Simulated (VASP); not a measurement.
A run of VASP 6.6.1 is set up as follows.

Contents of INCAR:

```
ALGO = Fast ; EDIFF = 1E-6
ENCUT = 520 ; GGA = PE
ISIF = 2 ; ISMEAR = 0
LASPH = True ; LCHARG = False
LREAL = False ; LWAVE = False
NBANDS = 16 ; NELM = 60
PREC = Accurate ; SIGMA = 0.1
```

The input KPOINTS:

```
k-points
0
Gamma
  18 18 18
```

The input POSCAR:

```
FePt
1.0
   -1.8164743911     -1.8164743911     -3.7117495649
   -1.8164743911     -3.7117495649     -1.8164743911
   -3.7117495649     -1.8164743911     -1.8164743911
Fe Pt
1 1
Direct
    1.0000000000      0.0000000000      0.0000000000
    0.5000000000      0.5000000000      0.5000000000
```

Potentials or basis: VASP PAW PBE potentials, release 64 (Fe, Pt).

The run is started by

```console
$ cat potpaw_PBE.64/Fe/POTCAR potpaw_PBE.64/Pt/POTCAR > POTCAR
$ mpirun -np 1 vasp_std > vasp.out
```

(1) Estimate the band gap on the k mesh.

(2) Estimate the pressure.

Answers

(1) zero (bands 9 and 10 overlap by 1.68 eV).

(2) -0.4 GPa.

Caveat: spin-orbit coupling is left out, which moves the levels of the heavy elements; the run has no spin polarisation, though such a crystal can be magnetic.
